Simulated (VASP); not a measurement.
# CoSi2 (Amm2) in VASP: single point with PBE

Aim: the single point of CoSi2 with PBE.

All numbers are computed with VASP 6.6.1; they aren't measurements. Logs are shortened: lines on timing, memory, paths and dates and some standing lists are left out, and cuts for length are marked.

**1. The cell of the first run**

Symmetry: Amm2, No. 38, orthorhombic system. Conventional cell: a = 5.360 Å, b = 7.580 Å, c = 7.580 Å, α = 90.00°, β = 90.00°, γ = 90.00°. Within 3.0 Å of Co (site symmetry mm2) lie 8 Si at 2.24 to 2.40 Å. Within 3.1 Å of Co (site symmetry mm2) lie 8 Si at 2.32 Å. Co (site symmetry m) has 8 Si at 2.32 Å within 3.1 Å. Si (site symmetry m) has 4 Co at 2.32 to 2.40 Å and 6 Si at 2.68 Å within 3.1 Å. Within 3.0 Å of Si (site symmetry m) lie 4 Co at 2.24 to 2.32 Å and 6 Si at 2.68 Å. Si (site symmetry 1) has 4 Co at 2.32 Å and 6 Si at 2.68 Å within 3.1 Å.

**2. Single point, PBE (atom 1 (Co) moved -0.100 Å towards its neighbour atom 2 (Co) at 3.790 Å)**

File INCAR:

```
PREC = Accurate
ENCUT = 520
EDIFF = 1E-7
ISMEAR = 0
SIGMA = 0.15
LREAL = False
LASPH = True
NELM = 60
ALGO = Fast
ISIF = 2
LWAVE = False
LCHARG = False
GGA = PE
NBANDS = 46
```

File KPOINTS:

```
regular mesh
0
Gamma
  10 10 10
```

File POSCAR:

```
CoSi2
1.0
    5.3598781157      0.0000000000      0.0000000000
    0.0000000000     -5.3598781157      0.0000000000
    0.0000000000      0.0000000000     -5.3598781157
Co Si
4 8
Direct
    0.5131925907      0.5131925907      1.0000000000
    0.0000000000      0.0000000000      1.0000000000
    0.0000000000      0.5000000000      0.5000000000
    0.5000000000      0.0000000000      0.5000000000
    0.2500000000      0.2500000000      0.2500000000
    0.7500000000      0.7500000000      0.2500000000
    0.7500000000      0.2500000000      0.7500000000
    0.2500000000      0.7500000000      0.7500000000
    0.7500000000      0.7500000000      0.7500000000
    0.2500000000      0.2500000000      0.7500000000
    0.2500000000      0.7500000000      0.2500000000
    0.7500000000      0.2500000000      0.2500000000
```

Potentials or basis: VASP PAW PBE potentials, release 64 (Co, Si).

Launch:

```
> cat potpaw_PBE.64/Co/POTCAR potpaw_PBE.64/Si/POTCAR > POTCAR
> mpirun -np 1 vasp_std > vasp.out
```

OUTCAR:

```text
PREC = Accurate
   ENCUT = 520
   EDIFF = 1E-7
   ISMEAR = 0
   LREAL = False
   LASPH = True
   NELM = 60
   ISIF = 2
   GGA = PE

 ion  position               nearest neighbor table
   1  0.513  0.513  0.000-   6 2.24   9 2.24   8 2.32   7 2.32  11 2.32  12 2.32   5 2.40  10 2.40

   2  0.000  0.000  0.000-   5 2.32   6 2.32   7 2.32   8 2.32   9 2.32  10 2.32  11 2.32  12 2.32

   3  0.000  0.500  0.500-   5 2.32   6 2.32   7 2.32   8 2.32   9 2.32  10 2.32  11 2.32  12 2.32
[... 5 lines left out ...]
   6  0.750  0.750  0.250-   1 2.24   2 2.32   3 2.32   4 2.32   9 2.68  11 2.68  12 2.68   9 2.68
                            12 2.68  11 2.68
   7  0.750  0.250  0.750-   2 2.32   3 2.32   4 2.32   1 2.32   9 2.68  10 2.68  12 2.68  12 2.68
                             9 2.68  10 2.68
   8  0.250  0.750  0.750-   2 2.32   3 2.32   4 2.32   1 2.32   9 2.68  10 2.68  11 2.68  11 2.68
                            10 2.68   9 2.68
   9  0.750  0.750  0.750-   1 2.24   2 2.32   3 2.32   4 2.32   6 2.68   7 2.68   8 2.68   6 2.68
                             7 2.68   8 2.68
  10  0.250  0.250  0.750-   2 2.32   3 2.32   4 2.32   1 2.40   5 2.68   7 2.68   8 2.68   5 2.68
                             8 2.68   7 2.68
  11  0.250  0.750  0.250-   2 2.32   3 2.32   4 2.32   1 2.32   5 2.68   6 2.68   8 2.68   8 2.68
                             5 2.68   6 2.68
  12  0.750  0.250  0.250-   2 2.32   3 2.32   4 2.32   1 2.32   5 2.68   6 2.68   7 2.68   7 2.68
                             6 2.68   5 2.68

  LATTYP: Found a simple cubic cell.
 ALAT       =     5.3598781157

  Lattice vectors:

 A1 = (   5.3598781157,   0.0000000000,   0.0000000000)
 A2 = (   0.0000000000,  -5.3598781157,   0.0000000000)
 A3 = (   0.0000000000,   0.0000000000,  -5.3598781157)

Analysis of symmetry for initial positions (statically):
=====================================================================
 Subroutine PRICEL returns:
 Original cell was already a primitive cell.

 Routine SETGRP: Setting up the symmetry group for a
 simple cubic supercell.

 Subroutine GETGRP returns: Found  4 space group operations
 (whereof  4 operations were pure point group operations)
 out of a pool of 48 trial point group operations.

The static configuration has the point symmetry C_2v.

Analysis of symmetry for dynamics (positions and initial velocities):
=====================================================================
 Subroutine PRICEL returns:
 Original cell was already a primitive cell.

 Routine SETGRP: Setting up the symmetry group for a
 simple cubic supercell.
[... 138 lines left out ...]
   EMIN   =  10.00;   EMAX   =-10.00  energy-range for DOS
   EFERMI =   0.00;   METHOD = LEGACY
   ISMEAR =     0;   SIGMA  =   0.15  broadening in eV -4-tet -1-fermi 0-gaus
   EFERMI_NEDOS =   21; number of points for ismear=-14 and -15
   IALGO  =     68    algorithm
   IMIX   =      4    mixing-type and parameters
     AMIX     =   0.40;   BMIX     =  1.00
     AMIX_MAG =   1.60;   BMIX_MAG =  1.00
  volume/ion in A,a.u.               =      12.83        86.59
  Fermi-wavevector in a.u.,A,eV,Ry     =   1.246684  2.355890 21.146444  1.554220
  Thomas-Fermi vector in A             =   2.380850
   LORBIT       =      0    0 simple, 1 ext, 2 COOP (PROOUT), +10 PAW based schemes
   GGA     = PE    functional components
   LHFCALC =     F    Hartree Fock is set to
   AEXX    =    0.0000 exact exchange contribution
   IVDW    =     0    specifies the selected vdW correction
   LEPSILON=     F    determine dielectric tensor
   LRPA    =     F    only Hartree local field effects (RPA)
 non-spin polarized calculation
 RMM-DIIS sequential band-by-band and
 Gauss-broadening in eV      SIGMA  =   0.15
  energy-cutoff  :      520.00
  volume of cell :      153.98
 maximum number of plane-waves:      4224
   NGX = 19   NGY = 19   NGZ = 19

 number of electron      67.9999982 magnetization

 Free energy of the ion-electron system (eV)
  ---------------------------------------------------
  ext. energy  EPLUGINS =         0.00000000
  ---------------------------------------------------
  free energy    TOTEN  =       -77.13486229 eV

  energy without entropy =      -77.08923692  energy(sigma->0) =      -77.11204960

 E-fermi :  10.0542     XC(G=0): -11.7360

 val. band max:       10.0537825935   @ k =   0.0000   0.4000   0.4000
 cond. band min:      10.0581682246   @ k =  -0.4000   0.1000   0.4000
 fundamental gap:      0.0043856311
 Fermi energy:        10.0541904599

 k-point     1 :       0.0000    0.0000    0.0000
  band No.  band energies     occupation
      1      -3.0439      2.00000
      2       1.0161      2.00000
      3       1.0173      2.00000
      4       1.0176      2.00000
      5       2.8856      2.00000
      6       2.8870      2.00000
[... 1165 lines left out ...]
     45      15.1775      0.00000
     46      15.2688      0.00000

 [... further k-points ...]

------------------------ aborting loop because EDIFF is reached ----------------------------------------

  FORCE on cell =-STRESS in cart. coord.  units (eV):
  Direction    XX          YY          ZZ          XY          YZ          ZX
  --------------------------------------------------------------------------------------
  -------------------------------------------------------------------------------------
  Total        0.0662071      0.0662071      0.1092891     -0.2184904      0.0000000      0.0000000
  in kB        0.6888907      0.6888907      1.1371632     -2.2734122      0.0000000      0.0000000
  external PRESSURE =       0.8383149 kB  Pullay stress =       0.0000000 kB

 VOLUME and BASIS-vectors are now :
 -----------------------------------------------------------------------------
  energy-cutoff  :      520.00
  volume of cell :      153.98
      direct lattice vectors                 reciprocal lattice vectors
     5.359878116  0.000000000  0.000000000     0.186571407  0.000000000  0.000000000
     0.000000000 -5.359878116  0.000000000     0.000000000 -0.186571407  0.000000000
     0.000000000  0.000000000 -5.359878116     0.000000000  0.000000000 -0.186571407

 POSITION                                       TOTAL-FORCE (eV/Angst)
 -----------------------------------------------------------------------------------
      2.75065     -2.75065      0.00000        -0.965632      0.965632      0.000000
      0.00000      0.00000      0.00000         0.099052     -0.099052      0.000000
      0.00000     -2.67994     -2.67994         0.099563      0.071094      0.000000
      2.67994      0.00000     -2.67994        -0.071094     -0.099563      0.000000
      1.33997     -1.33997     -1.33997         0.147719     -0.147719      0.123395
      4.01991     -4.01991     -1.33997         0.236067     -0.236067     -0.233694
      4.01991     -1.33997     -4.01991         0.016458     -0.018811     -0.001230
      1.33997     -4.01991     -4.01991         0.018811     -0.016458     -0.001230
      4.01991     -4.01991     -4.01991         0.236067     -0.236067      0.233694
      1.33997     -1.33997     -4.01991         0.147719     -0.147719     -0.123395
      1.33997     -4.01991     -1.33997         0.018811     -0.016458      0.001230
      4.01991     -1.33997     -1.33997         0.016458     -0.018811      0.001230
 -----------------------------------------------------------------------------------
    total drift:                                0.000012     -0.000012     -0.000002

  FREE ENERGIE OF THE ION-ELECTRON SYSTEM (eV)
  ---------------------------------------------------
  free  energy   TOTEN  =       -77.1348622878 eV

  energy  without entropy=      -77.0892369184  energy(sigma->0) =      -77.11204960
```

OSZICAR:

```text
N       E                     dE             d eps       ncg     rms          rms(c)
DAV:   1     0.463386918196E+03    0.46339E+03   -0.27597E+04 17112   0.151E+03
DAV:   2    -0.374596615808E+02   -0.50085E+03   -0.47925E+03 17124   0.352E+02
DAV:   3    -0.806421229079E+02   -0.43182E+02   -0.40902E+02 19872   0.118E+02
[... 10 lines left out ...]
RMM:  14    -0.771347992224E+02    0.24100E-03   -0.16324E-03 22579   0.244E-01    0.720E-02
RMM:  15    -0.771348574561E+02   -0.58234E-04   -0.54175E-04 26089   0.875E-02    0.638E-02
RMM:  16    -0.771348601694E+02   -0.27133E-05   -0.45689E-05 22449   0.374E-02    0.316E-02
RMM:  17    -0.771348627125E+02   -0.25431E-05   -0.19370E-05 21748   0.226E-02    0.815E-03
RMM:  18    -0.771348622472E+02    0.46534E-06   -0.77048E-06 26121   0.118E-02    0.352E-03
RMM:  19    -0.771348622878E+02   -0.40672E-07   -0.86595E-07 19461   0.408E-03
   1 F= -.77134862E+02 E0= -.77112050E+02  d E =-.456254E-01
```

Wall time 17 min (1 thread of Oxide Virtual Turin-like, shared host); peak memory 0.92 GiB.

Results:

| Property | Result |
| --- | --- |
| Free energy | -77.1349 eV |
| Pressure | 0.1 GPa |
| Largest force | 1.366 eV/Å |
| Band gap on the k mesh | zero (bands 34 and 35 overlap by 1.41 eV) |

Forces in eV/Å, atoms in the order of the input:
```
Co  -0.966  0.966  0.000
Co   0.099 -0.099  0.000
Co   0.100  0.071  0.000
Co  -0.071 -0.100  0.000
Si   0.148 -0.148  0.123
Si   0.236 -0.236 -0.234
Si   0.016 -0.019 -0.001
Si   0.019 -0.016 -0.001
Si   0.236 -0.236  0.234
Si   0.148 -0.148 -0.123
Si   0.019 -0.016  0.001
Si   0.016 -0.019  0.001
```

Caveat: the cell differs from its parent crystal (atom 1 (Co) moved -0.100 Å towards its neighbour atom 2 (Co) at 3.790 Å); the run has no spin polarisation, though such a crystal can be magnetic; forces of over 1 eV/Å act on the atoms, so gaps and moduli don't describe the material at rest. Spin polarisation is off, so any magnetic state and its effect on volume and gap are missing.
